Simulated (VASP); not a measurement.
# Ta2C (P-3m1) in VASP: further runs, part 2 of 2

VASP 6.6.1.

### 4 Relaxation of shape and atoms at fixed volume, PBEsol (volume scaled by 0.88)

Input file INCAR:

```
ALGO = Normal
EDIFF = 1E-6
EDIFFG = -0.01
ENCUT = 600
GGA = PS
IBRION = 2
ISIF = 4
ISMEAR = 0
LASPH = T
LCHARG = F
LREAL = F
LWAVE = F
NELM = 60
NSW = 50
PREC = Accurate
SIGMA = 0.1
```

Input file KPOINTS:

```
k-points
0
Gamma
  18 18 8
```

Input file POSCAR:

```
Ta2C
1.0
    2.9640548815      0.0000000000      0.0000000000
   -1.4820274408      2.5669468256      0.0000000000
    0.0000000000      0.0000000000      4.7225474870
Ta C
2 1
Direct
    0.3333333333      0.6666666667      0.2576631488
    0.6666666667      0.3333333333      0.7423368512
    0.0000000000      0.0000000000      0.0000000000
```

Potentials or basis: VASP PAW PBE potentials, release 64 (Ta_pv, C).

Command:

```console
cat potpaw_PBE.64/Ta_pv/POTCAR potpaw_PBE.64/C/POTCAR > POTCAR
mpirun -np 1 vasp_std > vasp.out
```

OUTCAR:

```text
EDIFF = 1E-6
   EDIFFG = -0.01
   ENCUT = 600
   GGA = PS
   IBRION = 2
   ISIF = 4
   ISMEAR = 0
   LASPH = T
   LREAL = F
   NELM = 60
   NSW = 50
   PREC = Accurate

 ion  position               nearest neighbor table
   1  0.333  0.667  0.258-   3 2.10   3 2.10   3 2.10   2 2.86   2 2.86   2 2.86   2 2.98   2 2.98
                             2 2.98
   2  0.667  0.333  0.742-   3 2.10   3 2.10   3 2.10   1 2.86   1 2.86   1 2.86   1 2.98   1 2.98
                             1 2.98
   3  0.000  0.000  0.000-   1 2.10   2 2.10   2 2.10   1 2.10   2 2.10   1 2.10

  LATTYP: Found a hexagonal cell.
 ALAT       =     2.9640548815
 C/A-ratio  =     1.5932726200

  Lattice vectors:

 A1 = (   2.9640548815,   0.0000000000,   0.0000000000)
 A2 = (  -1.4820274408,   2.5669468256,   0.0000000000)
 A3 = (   0.0000000000,   0.0000000000,   4.7225474870)

Analysis of symmetry for initial positions (statically):
[... 33 lines left out ...]
                                     Primitive cell

  volume of cell :      35.9318

  direct lattice vectors                    reciprocal lattice vectors
     2.964054882  0.000000000  0.000000000     0.337375669  0.194783934  0.000000000
    -1.482027441  2.566946826  0.000000000     0.000000000  0.389567867  0.000000000
     0.000000000  0.000000000  4.722547487     0.000000000  0.000000000  0.211750121

  length of vectors
     2.964054882  2.964054882  4.722547487     0.389567867  0.389567867  0.211750121

  position of ions in fractional coordinates (direct lattice)
     0.333333333  0.666666667  0.257663149
     0.666666667  0.333333333  0.742336851
     0.000000000  0.000000000  0.000000000

  ion indices of the primitive-cell ions
   primitive index   ion index
                 1           1
                 2           2
                 3           3

----------------------------------------------------------------------------------------

 KPOINTS: k-points

Automatic generation of k-mesh.
 Grid dimensions read from file:
 generate k-points for:   18   18    8

 Generating k-lattice:

  Cartesian coordinates                     Fractional coordinates (reciprocal lattice)
     0.018743093  0.010821330  0.000000000     0.055555556  0.000000000  0.000000000
     0.000000000  0.021642659  0.000000000     0.000000000  0.055555556  0.000000000
     0.000000000  0.000000000  0.026468765     0.000000000  0.000000000  0.125000000

  Length of vectors
     0.021642659  0.021642659  0.026468765

  Shift w.r.t. Gamma in fractional coordinates (k-lattice)
     0.000000000  0.000000000  0.000000000

 Subroutine IBZKPT returns following result:
 ===========================================

 Found    266 irreducible k-points:

 Following reciprocal coordinates:
            Coordinates               Weight
  0.000000  0.000000  0.000000      1.000000
  0.055556  0.000000  0.000000      6.000000
  0.111111  0.000000  0.000000      6.000000
  0.166667  0.000000  0.000000      6.000000
  0.222222  0.000000  0.000000      6.000000
  0.277778  0.000000  0.000000      6.000000
[... 16 lines left out ...]
  0.333333  0.111111  0.000000     12.000000
  0.388889  0.111111  0.000000     12.000000
 [... further k-points ...]
   k-points           NKPTS =    266   k-points in BZ     NKDIM =    266   number of bands    NBANDS=     17
   number of dos      NEDOS =    301   number of ions     NIONS =      3
   total plane-waves  NPLWV =  23040
   dimension x,y,z NGX =    24 NGY =   24 NGZ =   40
   dimension x,y,z NGXF=    48 NGYF=   48 NGZF=   80
   ions per type =               2   1
   NGX,Y,Z   is equivalent  to a cutoff of  13.46, 13.46, 14.08 a.u.
   NGXF,Y,Z  is equivalent  to a cutoff of  26.92, 26.92, 28.16 a.u.
 SYSTEM =  unknown system
   PREC   = accura    normal or accurate (medium, high low for compatibility)
   ISTART =      0    job   : 0-new  1-cont  2-samecut
   ICHARG =      2    charge: 1-file 2-atom 10-const
   ISPIN  =      1    spin polarized calculation?
   LNONCOLLINEAR =      F non collinear calculations
   LSORBIT =      F    spin-orbit coupling
   LASPH  =      T    aspherical Exc in radial PAW
   ENCUT  =  600.0 eV  44.10 Ry    6.64 a.u.   5.92  5.92  9.43*2*pi/ulx,y,z
   NELM   =     60;   NELMIN=  2; NELMDL= -5     # of ELM steps
   EDIFF  = 0.1E-05   stopping-criterion for ELM
   LREAL  =      F    real-space projection
   EDIFFG = -.1E-01   stopping-criterion for IOM
   NSW    =     50    number of steps for IOM
   IBRION =      2    ionic relax: 0-MD 1-quasi-New 2-CG
   NFREE  =      1    steps in history (QN), initial steepest desc. (CG)
   ISIF   =      4    stress and relaxation
   ISYM   =      2    0-nonsym 1-usesym 2-fastsym
   POTIM  = 0.5000    time-step for ionic-motion
   TEBEG  =    0.0;   TEEND  =   0.0 temperature during run
   PSTRESS=    0.0 pullay stress
   NELECT =      26.0000    total number of electrons
   NUPDOWN=      -1.0000    fix difference up-down
   EMIN   =  10.00;   EMAX   =-10.00  energy-range for DOS
   EFERMI =   0.00;   METHOD = LEGACY
   ISMEAR =     0;   SIGMA  =   0.10  broadening in eV -4-tet -1-fermi 0-gaus
   EFERMI_NEDOS =   21; number of points for ismear=-14 and -15
   IALGO  =     38    algorithm
   IMIX   =      4    mixing-type and parameters
     AMIX     =   0.40;   BMIX     =  1.00
     AMIX_MAG =   1.60;   BMIX_MAG =  1.00
  volume/ion in A,a.u.               =      11.98        80.83
  Fermi-wavevector in a.u.,A,eV,Ry     =   1.469736  2.777399 29.390288  2.160125
  Thomas-Fermi vector in A             =   2.585078
   LORBIT       =      0    0 simple, 1 ext, 2 COOP (PROOUT), +10 PAW based schemes
   GGA     = PS    functional components
   LHFCALC =     F    Hartree Fock is set to
   AEXX    =    0.0000 exact exchange contribution
   IVDW    =     0    specifies the selected vdW correction
   LEPSILON=     F    determine dielectric tensor
   LRPA    =     F    only Hartree local field effects (RPA)
 conjugate gradient relaxation of ions
 non-spin polarized calculation
 Gauss-broadening in eV      SIGMA  =   0.10
  energy-cutoff  :      600.00
  volume of cell :       35.93
 maximum number of plane-waves:      1220
   NGX = 11   NGY = 11   NGZ = 19

--------------------------------------- Ionic step        1  -------------------------------------------

 number of electron      26.0000002 magnetization

 Free energy of the ion-electron system (eV)
  ---------------------------------------------------
  ext. energy  EPLUGINS =         0.00000000
  ---------------------------------------------------
  free energy    TOTEN  =       -36.06095418 eV

  energy without entropy =      -36.05715152  energy(sigma->0) =      -36.05905285

------------------------ aborting loop because EDIFF is reached ----------------------------------------

  FORCE on cell =-STRESS in cart. coord.  units (eV):
  Direction    XX          YY          ZZ          XY          YZ          ZX
  --------------------------------------------------------------------------------------
  -------------------------------------------------------------------------------------
  Total       10.4741605     10.4741605     10.5874218     -0.0000000     -0.0000000      0.0000000
  in kB      467.0360026    467.0360027    472.0862485     -0.0000000     -0.0000000      0.0000000
  external PRESSURE =     468.7194179 kB  Pullay stress =       0.0000000 kB
[... 59 lines left out ...]
  energy  without entropy=      -36.0552533589  energy(sigma->0) =      -36.05706725

--------------------------------------- Ionic step        3  -------------------------------------------

 number of electron      26.0000000 magnetization

 Free energy of the ion-electron system (eV)
  ---------------------------------------------------
  ext. energy  EPLUGINS =         0.00000000
  ---------------------------------------------------
  free energy    TOTEN  =       -36.06420323 eV

  energy without entropy =      -36.06054942  energy(sigma->0) =      -36.06237632

 E-fermi :   7.6499     XC(G=0): -13.6267

 val. band max:        7.6418026878   @ k =   0.1111   0.0556   0.1250
 cond. band min:       7.6597606549   @ k =   0.0000   0.0000   0.2500
 fundamental gap:      0.0179579671
 Fermi energy:         7.6498743913

 k-point     1 :       0.0000    0.0000    0.0000
  band No.  band energies     occupation
      1     -27.1066      2.00000
      2     -25.9542      2.00000
      3     -25.9542      2.00000
      4     -25.7752      2.00000
      5     -25.7752      2.00000
      6     -25.6887      2.00000
[... 9 lines left out ...]
     16       9.0118      0.00000
     17      10.1488      0.00000
[... 443 lines left out ...]
      1     -26.8984      2.00000
      2     -26.6508      2.00000
      3     -26.4753      2.00000
      4     -26.3109      2.00000
      5     -26.0165      2.00000
      6     -25.9795      2.00000
[... 9 lines left out ...]
     16      12.9137      0.00000
     17      13.3397      0.00000

 [... further k-points ...]

------------------------ aborting loop because EDIFF is reached ----------------------------------------

  FORCE on cell =-STRESS in cart. coord.  units (eV):
  Direction    XX          YY          ZZ          XY          YZ          ZX
  --------------------------------------------------------------------------------------
  -------------------------------------------------------------------------------------
  Total       10.3413780     10.3413780     10.3634861     -0.0000000      0.0000000      0.0000000
  in kB      461.1153151    461.1153151    462.1011030     -0.0000000      0.0000000      0.0000000
  external PRESSURE =     461.4439110 kB  Pullay stress =       0.0000000 kB
[... 18 lines left out ...]
  FREE ENERGIE OF THE ION-ELECTRON SYSTEM (eV)
  ---------------------------------------------------
  free  energy   TOTEN  =       -36.0642032259 eV

  energy  without entropy=      -36.0605494228  energy(sigma->0) =      -36.06237632

 reached required accuracy - stopping structural energy minimisation
```

CONTCAR:

```text
Ta2C
   1.00000000000000
     2.9632651607947942   -0.0000000000042687    0.0000000000000000
    -1.4816325804510806    2.5662629074109673    0.0000000000000000
     0.0000000000000000   -0.0000000000000000    4.7250649738175001
  Ta              C
     2     1
Direct
     0.3333333332999970    0.6666666667000030    0.2594103075901874
     0.6666666667000030    0.3333333332999970    0.7405896924098126
     0.0000000000000000    0.0000000000000000    0.0000000000000000

  0.00000000E+00  0.00000000E+00  0.00000000E+00
  0.00000000E+00  0.00000000E+00  0.00000000E+00
  0.00000000E+00  0.00000000E+00  0.00000000E+00
```

Wall time 8.2 min (1 thread of Oxide Virtual Turin-like, shared host); peak memory 0.28 GiB.

Results:

```
Free energy               : -36.0642 eV
Energy gained by relaxing : 1.1 meV/atom
Ionic steps               : 3
Pressure after relaxing   : 46.1 GPa
Band gap on the k mesh    : zero (band 13 reaches 8.18 eV, above the bottom of band 14 at 7.25 eV)
```

Stress tensor (GPa, compression positive):
```
46.11  0.00  0.00
 0.00 46.11  0.00
 0.00  0.00 46.21
```

The path:
| step | energy change (eV) | largest force (eV/Å) | pressure (GPa) | volume (Å³) |
| --- | --- | --- | --- | --- |
| 1 | 0.0000 | 0.3890 | 46.87 | 35.93 |
| 2 | 0.0021 | 0.5018 | 45.30 | 35.93 |
| 3 | -0.0032 | 0.0000 | 46.14 | 35.93 |

Final structure:
```yaml
crystal:
  lattice:
    - [2.96327, 0.00000, 0.00000]
    - [-1.48163, 2.56626, 0.00000]
    - [0.00000, 0.00000, 4.72506]
  atoms:
    - { symbol: Ta, position: [0.33333, 0.66667, 0.25941] }
    - { symbol: Ta, position: [0.66667, 0.33333, 0.74059] }
    - { symbol: C, position: [0.00000, 0.00000, 0.00000] }
```

Levels at points of the mesh, in eV from the Fermi level:
| k point | band 11 | band 12 | band 13 | band 14 | band 15 | band 16 |
| --- | --- | --- | --- | --- | --- | --- |
| (0.00, 0.00, 0.00) | -2.74 | -0.06 | 0.53 | 0.53 | 1.36 | 1.36 |
| (0.50, 0.00, 0.00) | -4.35 | -1.87 | 0.07 | 3.64 | 4.11 | 5.67 |
| (0.00, 0.00, 0.50) | -2.43 | -1.31 | -0.40 | -0.40 | 3.66 | 3.66 |
| (0.50, 0.00, 0.50) | -2.84 | -0.98 | -0.76 | 1.33 | 1.55 | 5.32 |

Caveat: the cell differs from its parent crystal (volume scaled by 0.88); the PAW data sets were made with another functional, which shifts forces and pressure a little; spin-orbit coupling is left out, which moves the levels of the heavy elements.

### 5 The runs side by side

```csv
task,cell,k mesh,cutoff (eV),gap on the mesh (eV),pressure (GPa),largest force (eV/Å)
single point,"a = 3.126, b = 3.126, c = 4.970 Å, angles 90.0, 90.0, 120.0°, 3 atoms",18 × 18 × 10,520,none,-7.2,0.04
single point,"a = 3.157, b = 3.157, c = 5.020 Å, angles 90.0, 90.0, 120.0°, 3 atoms",18 × 18 × 10,520,none,-13.8,0.04
relaxation of shape and atoms at fixed volume,"relaxed from a = 2.964, b = 2.964, c = 4.723 Å, angles 90.0, 90.0, 120.0°, 3 atoms",18 × 18 × 8,600,none,46.1,-
```

Alike in all rows: level PBEsol; potentials or basis VASP PAW PBE potentials, release 64 (Ta_pv, C); no spin polarisation; smearing gaussian 0.1 eV.

Caveats: the PAW data sets were made with another functional, which shifts forces and pressure a little; spin-orbit coupling is left out, which moves the levels of the heavy elements.

Absolute energies hang on the potentials; compare differences alone.
